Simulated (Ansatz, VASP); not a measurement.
**One calculation of GaN, two programs**

```
CELL_PARAMETERS angstrom
3.24676 0.00000 0.00000
-1.62338 2.81178 0.00000
0.00000 0.00000 5.13469
ATOMIC_POSITIONS crystal
Ga 0.33333 0.66667 0.99681
Ga 0.66667 0.33333 0.49681
N 0.33333 0.66667 0.37819
N 0.66667 0.33333 0.87819
```

Change from the starting cell: film at in-plane strain +0.02.

Alike in both runs: task single point; functional r2SCAN; k mesh 8 × 8 × 4; no spin polarisation.

|  | VASP | Ansatz |
| --- | --- | --- |
| version | VASP 6.6.1 | Ansatz 0.2.0 |
| potentials or method | VASP PAW PBE potentials, release 64 (Ga_d, N) | PAW with Ansatz's default frozen-core files, scalar-relativistic |
| plane-wave cutoff (eV) | 520 | 500 |
| occupations | gaussian, width 0.01 eV | fixed |
| valence electrons in the cell | 36 | 36 |

Ansatz gave:

```
gap on the k mesh at the Fermi level (eV)                     : 2.10
pressure (GPa)                                                : -5.6
traceless stress, the component that is largest in VASP (GPa) : 5.56
rms of the force components (eV/Å)                            : 0.000
```

Question: Which values does VASP return?

Answer: gap on the k mesh at the Fermi level (eV): 2.09; pressure (GPa): -4.6; traceless stress, the component that is largest in VASP (GPa): 5.53; rms of the force components (eV/Å): 0.009.

VASP's potentials were made for PBE, not for r2SCAN. Atom by atom the forces differ by 0.009 eV/Å (rms over components).
